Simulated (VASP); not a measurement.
Wanted: the native input for a VASP 6.6.1 run.

| Property | Result |
| --- | --- |
| Task | single point |
| Functional | PBE |
| Potentials or basis | VASP PAW PBE potentials, release 64 (B, P) |
| Cutoff | 520 eV |
| k mesh | 12 × 12 × 12 |
| Occupations | gaussian, width 0.05 eV |
| Spin | no spin polarisation |
| Dipole correction | no |
| Further INCAR settings | ALGO = Normal; EDIFF = 1e-06; NBANDS = 11 |

The structure of BP lies in POSCAR:

```
BP
1.0
    0.0000000000      2.2323968251      2.3440166664
    2.2323968251      0.0000000000      2.3440166664
    2.2323968251      2.2323968251      0.0000000000
B P
1 1
Direct
    0.0000000000      0.0000000000      0.0000000000
    0.7500000000      0.7500000000      0.7500000000
```

This cell differs from its parent crystal: ratio of the length along z to the lengths across it x 1.05, volume and fractional coordinates fixed.

The input as run:

INCAR

```
SYSTEM = BP
PREC = Accurate
ENCUT = 520
EDIFF = 1E-6
ISMEAR = 0
SIGMA = 0.05
LREAL = .False.
LASPH = .True.
NELM = 80
ALGO = Normal
ISIF = 2
LWAVE = .False.
LCHARG = .False.
GGA = PE
NBANDS = 11
```

KPOINTS

```
regular mesh
0
Gamma
  12 12 12
  0 0 0
```

Potentials or basis: VASP PAW PBE potentials, release 64 (B, P).

Launch:

```bash
$ cat potpaw_PBE.64/B/POTCAR potpaw_PBE.64/P/POTCAR > POTCAR
$ mpirun -np 1 vasp_std > vasp.out
```

It gave:

```json
{"Pressure": "0.9 GPa", "Band gap on the k mesh": "0.87 eV, indirect (least direct gap 3.15 eV)"}
```

Wall time 18 s on 1 thread of AMD EPYC 9R45 96-Core Processor (Zen 5), on a shared host, peak memory 0.13 GiB.
